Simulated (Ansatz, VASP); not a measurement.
**Two plane-wave programs on Be2ZnSe3**

Contents of INCAR:

```
ALGO     = Normal         # electronic algorithm
EDIFF    = 1E-7           # SCF threshold, eV
EDIFFG   = -0.01          # ionic threshold
ENCUT    = 600            # plane-wave cutoff, eV
GGA      = PE             # functional
IBRION   = 2              # ionic algorithm
ISIF     = 3              # what is computed and relaxed
ISMEAR   = 0              # smearing method
LASPH    = T              # aspherical terms in the spheres
LCHARG   = F              # write CHGCAR
LREAL    = F              # projectors in reciprocal space
LWAVE    = F              # write WAVECAR
NELM     = 60             # most SCF steps
NSW      = 100            # ionic steps
PREC     = Accurate       # precision mode
SIGMA    = 0.02           # smearing width, eV
```

KPOINTS

```
k-points
0
Gamma
  12 12 2
```

Contents of POSCAR:

```
Be2ZnSe3
1.0
    3.7783209735      0.0000000000      0.0000000000
   -1.8891604867      3.2721219467      0.0000000000
    0.0000000000      0.0000000000     18.7989553164
Be Zn Se
4 2 6
Direct
    0.3333333333      0.6666666667      0.9958112944
    0.3333333333      0.6666666667      0.3378477109
    0.6666666667      0.3333333333      0.4958112944
    0.6666666667      0.3333333333      0.8378477109
    0.3333333333      0.6666666667      0.6689055584
    0.6666666667      0.3333333333      0.1689055584
    0.3333333333      0.6666666667      0.1150152503
    0.3333333333      0.6666666667      0.4577266046
    0.3333333333      0.6666666667      0.7996935814
    0.6666666667      0.3333333333      0.2996935814
    0.6666666667      0.3333333333      0.6150152503
    0.6666666667      0.3333333333      0.9577266046
```

Input for Ansatz:

```yaml
crystal:
  lattice:
    - [3.7783209735, 0.0, 0.0]
    - [-1.8891604867, 3.2721219467, 0.0]
    - [0.0, 0.0, 18.7989553164]
  atoms:
    - { symbol: Be, position: [0.3333333333, 0.6666666667, 0.9958112944] }
    - { symbol: Be, position: [0.3333333333, 0.6666666667, 0.3378477109] }
    - { symbol: Be, position: [0.6666666667, 0.3333333333, 0.4958112944] }
    - { symbol: Be, position: [0.6666666667, 0.3333333333, 0.8378477109] }
    - { symbol: Zn, position: [0.3333333333, 0.6666666667, 0.6689055584] }
    - { symbol: Zn, position: [0.6666666667, 0.3333333333, 0.1689055584] }
    - { symbol: Se, position: [0.3333333333, 0.6666666667, 0.1150152503] }
    - { symbol: Se, position: [0.3333333333, 0.6666666667, 0.4577266046] }
    - { symbol: Se, position: [0.3333333333, 0.6666666667, 0.7996935814] }
    - { symbol: Se, position: [0.6666666667, 0.3333333333, 0.2996935814] }
    - { symbol: Se, position: [0.6666666667, 0.3333333333, 0.6150152503] }
    - { symbol: Se, position: [0.6666666667, 0.3333333333, 0.9577266046] }
basis:
  ecutwfc: 420
kpoints:
  mp_grid: { grid: [12, 12, 2] }
hamiltonian:
  xc: pbe
scf:
  occupations: { method: gaussian, width: 0.02 }
output:
  forces: true
  stress: true
  eigenvalues: true
  write_density: true
  write_potential: true
  elf: true
  volumetric_format: npy
relax:
  adjacent_minimum: "off"
  f_tol: 0.01
  max_steps: 80
  cell: { stress_tol: 0.05 }
```

Alike in both runs: task relaxation of cell and atoms; functional PBE; k mesh 12 × 12 × 2; occupations gaussian, width 0.02 eV; no spin polarisation.

|  | VASP | Ansatz |
| --- | --- | --- |
| version | VASP 6.6.1 | Ansatz 0.2.0 |
| potentials or method | VASP PAW PBE potentials, release 64 (Be, Zn, Se), cutoff 600 eV | scalar-relativistic, plane waves, PAW |
| valence electrons in the cell | 68 | 128 |

```tsv
	VASP	Ansatz	Ansatz less VASP
gap on the k mesh at the Fermi level, each at its own relaxed structure (eV)	2.39	2.40	+0.011
relaxed volume (Å³/atom)	19.43	19.37	-0.062
relaxed length of the cell vector where the two differ most in proportion (Å)	3.783	3.779	-0.0043
```

VASP's potentials hold 68 valence electrons a cell and Ansatz's 128, so a difference there can come from the potentials and not from the codes.
